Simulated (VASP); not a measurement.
Write the native input for VASP 6.6.1 that does the following.

| Item | Value |
| --- | --- |
| Task | single point |
| Functional | PBE |
| Potentials or basis | VASP PAW PBE potentials, release 64 (Te, Ru_pv, Rh_pv) |
| Cutoff | 520 eV |
| k mesh | 4 × 4 × 4 |
| Occupations | gaussian, width 0.1 eV |
| Spin | no spin polarisation |
| Dipole correction | no |
| Further INCAR settings | ALGO = Normal; EDIFF = 1e-06; NBANDS = 48 |

The structure of TeRu4Rh lies in POSCAR:

```
TeRu4Rh
1.0
    0.0000000000      3.5852616947      3.5852616947
    3.5852616947      0.0000000000      3.5852616947
    3.5852616947      3.5852616947      0.0000000000
Te Ru Rh
1 4 1
Direct
    0.7500000000      0.7500000000      0.7500000000
    0.3750000000      0.8750000000      0.3750000000
    0.3750000000      0.3750000000      0.8750000000
    0.3750000000      0.3750000000      0.3750000000
    0.8750000000      0.3750000000      0.3750000000
    0.0000000000      0.0000000000      0.0000000000
```

The input as run:

INCAR

```
PREC = Accurate ; ENCUT = 520
EDIFF = 1E-6 ; ISMEAR = 0
SIGMA = 0.1 ; LREAL = F
LASPH = T ; NELM = 80
ALGO = Normal ; ISIF = 2
LWAVE = F ; LCHARG = F
GGA = PE ; NBANDS = 48
```

KPOINTS

```
regular mesh
0
Gamma
  4 4 4
```

Potentials or basis: VASP PAW PBE potentials, release 64 (Te, Ru_pv, Rh_pv).

Run with:

```bash
$ cat potpaw_PBE.64/Te/POTCAR potpaw_PBE.64/Ru_pv/POTCAR potpaw_PBE.64/Rh_pv/POTCAR > POTCAR
$ mpirun -np 1 vasp_std > vasp.out
```

Results of the run:

The pressure is 9.9 GPa and the band gap on the k mesh is zero (an odd number of electrons rules out a gap without spin polarisation).

Caveat: the k points lie up to 0.38 Å⁻¹ apart, too coarse for converged energies and pressures of a metal; spin-orbit coupling is left out, which moves the levels of the heavy elements.

Wall time 40 s on 1 thread of Oxide Virtual Turin-like Processor, on a shared host, peak memory 0.22 GiB.
